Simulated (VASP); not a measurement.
# WC (P1) in VASP: a series of runs

Runs on WC. Level: PBEsol. Tasks: single point.

Everything below comes from runs of VASP 6.6.1. Logs are shortened: lines on timing, memory, paths and dates and some standing lists are left out, and cuts for length are marked.

## (1) The cell of the first run

The typed cell holds 2 atoms: a = 2.901 Å, b = 2.901 Å, c = 2.829 Å, α = 90.00°, β = 90.00°, γ = 120.00°.

## (2) Single point, PBEsol (atom 1 (W) moved by (-0.150, -0.300) A along [1 1 0] and z)

File INCAR:

```
SYSTEM = WC
  PREC = Accurate
  ENCUT = 520
  EDIFF = 1E-6
  ISMEAR = 1
  SIGMA = 0.2
  LREAL = .FALSE.
  LASPH = .TRUE.
  NELM = 100
  ALGO = Normal
  ISIF = 2
  LWAVE = .FALSE.
  LCHARG = .FALSE.
  GGA = PS
  NBANDS = 16
```

File KPOINTS:

```
Automatic mesh
0
G
  18 18 16
  0 0 0
```

File POSCAR:

```
WC
1.0
    2.9005014360      0.0000000000      0.0000000000
   -1.4502507180      2.5119079273      0.0000000000
    0.0000000000      0.0000000000      2.8290000000
W C
1 1
Direct
   -0.0576808060     -0.0422252806     -0.1060445387
    0.6666666667      0.3333333333      0.5000000000
```

Potentials or basis: VASP PAW PBE potentials, release 64 (W_sv, C).

Started as:

```console
cat potpaw_PBE.64/W_sv/POTCAR potpaw_PBE.64/C/POTCAR > POTCAR
mpirun -np 1 vasp_std > vasp.out
```

OUTCAR:

```text
SYSTEM = WC
   PREC = Accurate
   ENCUT = 520
   EDIFF = 1E-6
   ISMEAR = 1
   LREAL = .FALSE.
   LASPH = .TRUE.
   NELM = 100
   ISIF = 2
   GGA = PS

 ion  position               nearest neighbor table
   1  0.942  0.958  0.894-   2 1.93   2 1.98   2 2.13   2 2.33   2 2.37   2 2.50
   2  0.667  0.333  0.500-   1 1.93   1 1.98   1 2.13   1 2.33   1 2.37   1 2.50

  LATTYP: Found a hexagonal cell.
 ALAT       =     2.9005014360
 C/A-ratio  =     0.9753485949

  Lattice vectors:

 A1 = (   2.9005014360,   0.0000000000,   0.0000000000)
 A2 = (  -1.4502507180,   2.5119079273,   0.0000000000)
 A3 = (   0.0000000000,   0.0000000000,   2.8290000000)

Analysis of symmetry for initial positions (statically):
=====================================================================
 Subroutine PRICEL returns:
 Original cell was already a primitive cell.

 Routine SETGRP: Setting up the symmetry group for a
 hexagonal supercell.

 Subroutine GETGRP returns: Found  1 space group operations
 (whereof  1 operations were pure point group operations)
 out of a pool of 24 trial point group operations.

The static configuration has the point symmetry C_1 .

Analysis of symmetry for dynamics (positions and initial velocities):
=====================================================================
 Subroutine PRICEL returns:
 Original cell was already a primitive cell.

 Routine SETGRP: Setting up the symmetry group for a
 hexagonal supercell.

 Subroutine GETGRP returns: Found  1 space group operations
 (whereof  1 operations were pure point group operations)
 out of a pool of 24 trial point group operations.

The dynamic configuration has the point symmetry C_1 .

 Subroutine INISYM returns: Found  1 space group operations
 (whereof  1 operations are pure point group operations),
 and found     1 'primitive' translations

----------------------------------------------------------------------------------------

                                     Primitive cell

  volume of cell :      20.6115

  direct lattice vectors                    reciprocal lattice vectors
     2.900501436  0.000000000  0.000000000     0.344767973  0.199051882  0.000000000
    -1.450250718  2.511907927  0.000000000     0.000000000  0.398103764  0.000000000
     0.000000000  0.000000000  2.829000000     0.000000000  0.000000000  0.353481796

  length of vectors
     2.900501436  2.900501436  2.829000000     0.398103764  0.398103764  0.353481796

  position of ions in fractional coordinates (direct lattice)
     0.942319194  0.957774719  0.893955461
     0.666666667  0.333333333  0.500000000

  ion indices of the primitive-cell ions
   primitive index   ion index
                 1           1
                 2           2

----------------------------------------------------------------------------------------

 KPOINTS: Automatic mesh

Automatic generation of k-mesh.
 Grid dimensions read from file:
 generate k-points for:   18   18   16

 Generating k-lattice:

  Cartesian coordinates                     Fractional coordinates (reciprocal lattice)
     0.019153776  0.011058438  0.000000000     0.055555556  0.000000000  0.000000000
     0.000000000  0.022116876  0.000000000     0.000000000  0.055555556  0.000000000
     0.000000000  0.000000000  0.022092612     0.000000000  0.000000000  0.062500000

  Length of vectors
     0.022116876  0.022116876  0.022092612

  Shift w.r.t. Gamma in fractional coordinates (k-lattice)
     0.000000000  0.000000000  0.000000000

 Subroutine IBZKPT returns following result:
 ===========================================

 Found   2596 irreducible k-points:

 Following reciprocal coordinates:
            Coordinates               Weight
  0.000000  0.000000  0.000000      1.000000
  0.055556  0.000000  0.000000      2.000000
  0.000000  0.055556  0.000000      2.000000
 -0.055556  0.055556  0.000000      2.000000
  0.111111  0.000000  0.000000      2.000000
  0.000000  0.111111  0.000000      2.000000
[... 16 lines left out ...]
  0.444444 -0.000000  0.000000      2.000000
  0.000000  0.444444  0.000000      2.000000
 [... further k-points ...]
   k-points           NKPTS =   2596   k-points in BZ     NKDIM =   2596   number of bands    NBANDS=     16
   number of dos      NEDOS =    301   number of ions     NIONS =      2
   total plane-waves  NPLWV =  13824
   dimension x,y,z NGX =    24 NGY =   24 NGZ =   24
   dimension x,y,z NGXF=    48 NGYF=   48 NGZF=   48
   ions per type =               1   1
   NGX,Y,Z   is equivalent  to a cutoff of  13.76, 13.76, 14.10 a.u.
   NGXF,Y,Z  is equivalent  to a cutoff of  27.51, 27.51, 28.21 a.u.
 SYSTEM =  WC
   PREC   = accura    normal or accurate (medium, high low for compatibility)
   ISTART =      0    job   : 0-new  1-cont  2-samecut
   ICHARG =      2    charge: 1-file 2-atom 10-const
   ISPIN  =      1    spin polarized calculation?
   LNONCOLLINEAR =      F non collinear calculations
   LSORBIT =      F    spin-orbit coupling
   LASPH  =      T    aspherical Exc in radial PAW
   ENCUT  =  520.0 eV  38.22 Ry    6.18 a.u.   5.39  5.39  5.26*2*pi/ulx,y,z
   NELM   =    100;   NELMIN=  2; NELMDL= -5     # of ELM steps
   EDIFF  = 0.1E-05   stopping-criterion for ELM
   LREAL  =      F    real-space projection
   EDIFFG = 0.1E-04   stopping-criterion for IOM
   NSW    =      0    number of steps for IOM
   IBRION =     -1    ionic relax: 0-MD 1-quasi-New 2-CG
   NFREE  =      0    steps in history (QN), initial steepest desc. (CG)
   ISIF   =      2    stress and relaxation
   ISYM   =      2    0-nonsym 1-usesym 2-fastsym
   POTIM  = 0.5000    time-step for ionic-motion
   TEBEG  =    0.0;   TEEND  =   0.0 temperature during run
   PSTRESS=    0.0 pullay stress
   NELECT =      18.0000    total number of electrons
   NUPDOWN=      -1.0000    fix difference up-down
   EMIN   =  10.00;   EMAX   =-10.00  energy-range for DOS
   EFERMI =   0.00;   METHOD = LEGACY
   ISMEAR =     1;   SIGMA  =   0.20  broadening in eV -4-tet -1-fermi 0-gaus
   EFERMI_NEDOS =   21; number of points for ismear=-14 and -15
   IALGO  =     38    algorithm
   IMIX   =      4    mixing-type and parameters
     AMIX     =   0.40;   BMIX     =  1.00
     AMIX_MAG =   1.60;   BMIX_MAG =  1.00
  volume/ion in A,a.u.               =      10.31        69.55
  Fermi-wavevector in a.u.,A,eV,Ry     =   1.564813  2.957068 33.315762  2.448639
  Thomas-Fermi vector in A             =   2.667381
   LORBIT       =      0    0 simple, 1 ext, 2 COOP (PROOUT), +10 PAW based schemes
   GGA     = PS    functional components
   LHFCALC =     F    Hartree Fock is set to
   AEXX    =    0.0000 exact exchange contribution
   IVDW    =     0    specifies the selected vdW correction
   LEPSILON=     F    determine dielectric tensor
   LRPA    =     F    only Hartree local field effects (RPA)
 non-spin polarized calculation
 Methfessel and Paxton  Order N= 1 SIGMA  =   0.20
  energy-cutoff  :      520.00
  volume of cell :       20.61
 maximum number of plane-waves:       580
 NGX is ok and might be reduce to    24
   NGX = 11   NGY = 11   NGZ = 11

 number of electron      18.0000001 magnetization

 Free energy of the ion-electron system (eV)
  ---------------------------------------------------
  ext. energy  EPLUGINS =         0.00000000
  ---------------------------------------------------
  free energy    TOTEN  =       -22.98533452 eV

  energy without entropy =      -22.98548017  energy(sigma->0) =      -22.98538307

 E-fermi :  11.2990     XC(G=0): -13.9062

 val. band max:       11.2966462997   @ k =   0.0556   0.0556   0.3750
 cond. band min:      11.3121893067   @ k =   0.1111   0.0000   0.3125
 fundamental gap:      0.0155430070
 Fermi energy:        11.2990259400

 k-point     1 :       0.0000    0.0000    0.0000
  band No.  band energies     occupation
      1     -62.7320      2.00000
      2     -26.7764      2.00000
      3     -26.7130      2.00000
      4     -26.6581      2.00000
      5      -3.4224      2.00000
      6       5.7325      2.00000
[... 8 lines left out ...]
     15      23.5028      0.00000
     16      27.2113      0.00000

 k-point     2 :       0.0556    0.0000    0.0000
  band No.  band energies     occupation
      1     -62.7301      2.00000
      2     -26.7777      2.00000
      3     -26.7187      2.00000
      4     -26.6816      2.00000
      5      -3.3433      2.00000
      6       5.7629      2.00000
[... 8 lines left out ...]
     15      23.4899      0.00000
     16      27.3430      0.00000

 k-point     3 :       0.0000    0.0556    0.0000
  band No.  band energies     occupation
      1     -62.7301      2.00000
      2     -26.7815      2.00000
      3     -26.7307      2.00000
      4     -26.6669      2.00000
      5      -3.3341      2.00000
      6       5.7448      2.00000
[... 8 lines left out ...]
     15      23.6166      0.00000
     16      27.3000      0.00000

 k-point     4 :      -0.0556    0.0556    0.0000
  band No.  band energies     occupation
      1     -62.7301      2.00000
      2     -26.7768      2.00000
      3     -26.7347      2.00000
      4     -26.6672      2.00000
      5      -3.3360      2.00000
      6       5.7499      2.00000
[... 8 lines left out ...]
     15      23.5920      0.00000
     16      27.2229      0.00000

 k-point     5 :       0.1111    0.0000    0.0000
  band No.  band energies     occupation
      1     -62.7248      2.00000
      2     -26.8019      2.00000
      3     -26.7429      2.00000
      4     -26.7199      2.00000
      5      -3.1135      2.00000
      6       5.7851      2.00000
[... 8 lines left out ...]
     15      23.4877      0.00000
     16      27.6636      0.00000

 k-point     6 :       0.0000    0.1111    0.0000
  band No.  band energies     occupation
      1     -62.7246      2.00000
      2     -26.8361      2.00000
      3     -26.7469      2.00000
      4     -26.6861      2.00000
      5      -3.0766      2.00000
      6       5.7094      2.00000
[... 8 lines left out ...]
     15      23.9282      0.00000
     16      27.5334      0.00000

 k-point     7 :      -0.1111    0.1111    0.0000
  band No.  band energies     occupation
      1     -62.7246      2.00000
      2     -26.8213      2.00000
      3     -26.7624      2.00000
      4     -26.6844      2.00000
      5      -3.0842      2.00000
      6       5.7297      2.00000
[... 8 lines left out ...]
     15      23.8366      0.00000
     16      27.2906      0.00000

 k-point     8 :       0.1667    0.0000    0.0000
  band No.  band energies     occupation
      1     -62.7165      2.00000
      2     -26.9019      2.00000
      3     -26.7727      2.00000
      4     -26.7213      2.00000
      5      -2.7562      2.00000
      6       5.5897      2.00000
[... 8 lines left out ...]
     15      23.5610      0.00000
     16      28.0694      0.00000

 k-point     9 :       0.0000    0.1667    0.0000
  band No.  band energies     occupation
      1     -62.7162      2.00000
      2     -26.9530      2.00000
      3     -26.7476      2.00000
      4     -26.7043      2.00000
      5      -2.6710      2.00000
      6       5.4687      2.00000
[... 8 lines left out ...]
     15      24.3861      0.00000
     16      27.8063      0.00000
[... 172 lines left out ...]
 k-point    19 :      -0.3333    0.3333    0.0000
  band No.  band energies     occupation
      1     -62.6848      2.00000
      2     -27.3773      2.00000
      3     -26.8466      2.00000
      4     -26.6658      2.00000
      5      -1.0441      2.00000
      6       4.2974      2.00000
[... 8 lines left out ...]
     15      25.5278      0.00000
     16      27.2735      0.00000

 k-point    20 :       0.3889   -0.0000    0.0000
  band No.  band energies     occupation
      1     -62.6772      2.00000
      2     -27.4342      2.00000
      3     -26.8977      2.00000
      4     -26.6596      2.00000
      5      -0.9504      2.00000
      6       4.4086      2.00000
[... 8 lines left out ...]
     15      25.2307      0.00000
     16      26.5376      0.00000

 k-point    21 :       0.0000    0.3889    0.0000
  band No.  band energies     occupation
      1     -62.6762      2.00000
      2     -27.5075      2.00000
      3     -26.8598      2.00000
      4     -26.6533      2.00000
      5      -0.4252      2.00000
      6       3.9345      2.00000
[... 8 lines left out ...]
     15      25.8790      0.00000
     16      26.9945      0.00000

 k-point    22 :      -0.3889    0.3889    0.0000
  band No.  band energies     occupation
      1     -62.6764      2.00000
      2     -27.4900      2.00000
      3     -26.8725      2.00000
      4     -26.6517      2.00000
      5      -0.5421      2.00000
      6       4.0544      2.00000
[... 8 lines left out ...]
     15      25.5684      0.00000
     16      26.6787      0.00000

 k-point    23 :       0.4444   -0.0000    0.0000
  band No.  band energies     occupation
      1     -62.6718      2.00000
      2     -27.5048      2.00000
      3     -26.9148      2.00000
      4     -26.6501      2.00000
      5      -0.6924      2.00000
      6       4.3816      2.00000
[... 8 lines left out ...]
     15      24.6224      0.00000
     16      26.6725      0.00000

 k-point    24 :       0.0000    0.4444    0.0000
  band No.  band energies     occupation
      1     -62.6706      2.00000
      2     -27.5806      2.00000
      3     -26.8774      2.00000
      4     -26.6433      2.00000
      5      -0.0434      2.00000
      6       3.7740      2.00000
[... 8 lines left out ...]
     15      25.1010      0.00000
     16      27.4262      0.00000

 [... further k-points ...]
[... 5 lines left out ...]
  --------------------------------------------------------------------------------------
  -------------------------------------------------------------------------------------
  Total        1.7524154      4.2800173      3.5187702     -1.1976808      1.5759534      1.1128493
  in kB      136.2190669    332.6950613    273.5216700    -93.0983344    122.5022884     86.5042015
  external PRESSURE =     247.4785994 kB  Pullay stress =       0.0000000 kB

 VOLUME and BASIS-vectors are now :
 -----------------------------------------------------------------------------
  energy-cutoff  :      520.00
  volume of cell :       20.61
      direct lattice vectors                 reciprocal lattice vectors
     2.900501436  0.000000000  0.000000000     0.344767973  0.199051882  0.000000000
    -1.450250718  2.511907927  0.000000000     0.000000000  0.398103764  0.000000000
     0.000000000  0.000000000  2.829000000     0.000000000  0.000000000  0.353481796

 POSITION                                       TOTAL-FORCE (eV/Angst)
 -----------------------------------------------------------------------------------
      1.34418      2.40584      2.52900         1.676736      2.114329      5.224367
      1.45025      0.83730      1.41450        -1.676736     -2.114329     -5.224367
 -----------------------------------------------------------------------------------
    total drift:                                0.000008     -0.000040     -0.000526

  FREE ENERGIE OF THE ION-ELECTRON SYSTEM (eV)
  ---------------------------------------------------
  free  energy   TOTEN  =       -22.9853345247 eV

  energy  without entropy=      -22.9854801693  energy(sigma->0) =      -22.98538307
```

It took 14 min on 1 thread of AMD EPYC 7R43 (Zen 3), shared host; peak memory 0.83 GiB.

Results:

```
Free energy            : -22.9853 eV
Pressure               : 24.7 GPa
Largest force          : 5.880 eV/Å
Band gap on the k mesh : zero (bands 9 and 10 overlap by 1.63 eV)
```

Forces on the atoms (eV/Å):
```
W    1.677  2.114  5.224
C   -1.677 -2.114 -5.224
```

Caveat: the cell differs from its parent crystal (atom 1 (W) moved by (-0.150, -0.300) A along [1 1 0] and z); the cell stands under pressure; the PAW data sets were made with another functional, which shifts forces and pressure a little; spin-orbit coupling is left out, which moves the levels of the heavy elements.

## (3) Single point, PBEsol (atom 1 (W) moved by (+0.150, -0.300) A along [1 1 0] and z)

Changes to INCAR since step 2:

```diff
@@ -8,3 +8,3 @@
   LASPH = .TRUE.
-  NELM = 100
+  NELM = 80
   ALGO = Normal
```

KPOINTS is that of step 2.

Changes to POSCAR since step 2:

```diff
@@ -8,3 +8,3 @@
 Direct
-   -0.0576808060     -0.0422252806     -0.1060445387
+    0.0576808060      0.0422252806     -0.1060445387
     0.6666666667      0.3333333333      0.5000000000
```

Potentials or basis: VASP PAW PBE potentials, release 64 (W_sv, C).

Started as:

```console
cat potpaw_PBE.64/W_sv/POTCAR potpaw_PBE.64/C/POTCAR > POTCAR
mpirun -np 1 vasp_std > vasp.out
```

Run time: 17 min. Hardware: 1 thread of AMD EPYC 7R43 (Zen 3), shared host; peak memory 0.83 GiB.

Results (log left out):

* Free energy: -22.9542 eV
* Pressure: 25.3 GPa
* Largest force: 6.256 eV/Å
* Band gap on the k mesh: zero (bands 9 and 10 overlap by 1.51 eV)

Forces on the atoms (eV/Å):
```
W   -2.549 -2.106  5.311
C    2.549  2.106 -5.311
```

Stress tensor (GPa, compression positive):
```
 33.76  10.45 -15.84
 10.45  13.77 -12.20
-15.84 -12.20  28.39
```

Levels at points of the mesh, in eV from the Fermi level:
| k point | band 5 | band 6 | band 7 | band 8 | band 9 | band 10 | band 11 | band 12 | band 13 | band 14 |
| --- | --- | --- | --- | --- | --- | --- | --- | --- | --- | --- |
| (0.00, 0.00, 0.00) | -14.71 | -5.59 | -4.33 | -3.98 | 1.18 | 2.23 | 3.01 | 5.43 | 6.71 | 7.33 |
| (0.50, 0.00, 0.00) | -11.11 | -7.67 | -4.33 | -3.35 | -1.30 | 3.04 | 3.99 | 4.21 | 5.04 | 11.46 |
| (0.00, 0.50, 0.00) | -11.77 | -7.01 | -4.64 | -2.82 | -1.39 | 2.89 | 4.29 | 4.67 | 5.01 | 10.97 |
| (0.50, 0.50, 0.00) | -11.57 | -7.19 | -4.66 | -3.13 | -1.09 | 2.88 | 4.14 | 4.62 | 5.19 | 11.01 |
| (0.00, 0.00, 0.50) | -11.16 | -8.58 | -3.87 | -2.82 | -0.68 | -0.21 | 3.77 | 4.24 | 6.31 | 9.12 |
| (0.50, 0.00, 0.50) | -11.91 | -6.80 | -4.38 | -3.67 | -0.33 | 4.08 | 5.13 | 6.28 | 8.13 | 9.45 |
| (0.00, 0.50, 0.50) | -11.33 | -7.51 | -5.03 | -4.33 | 0.48 | 3.91 | 5.11 | 5.94 | 9.05 | 10.09 |
| (0.50, 0.50, 0.50) | -11.52 | -7.29 | -4.81 | -4.07 | 0.21 | 3.85 | 5.12 | 5.78 | 8.80 | 10.08 |

Caveat: the cell differs from its parent crystal (atom 1 (W) moved by (+0.150, -0.300) A along [1 1 0] and z); the cell stands under pressure; the PAW data sets were made with another functional, which shifts forces and pressure a little; spin-orbit coupling is left out, which moves the levels of the heavy elements.

(Part 1 of 2 ends here.)
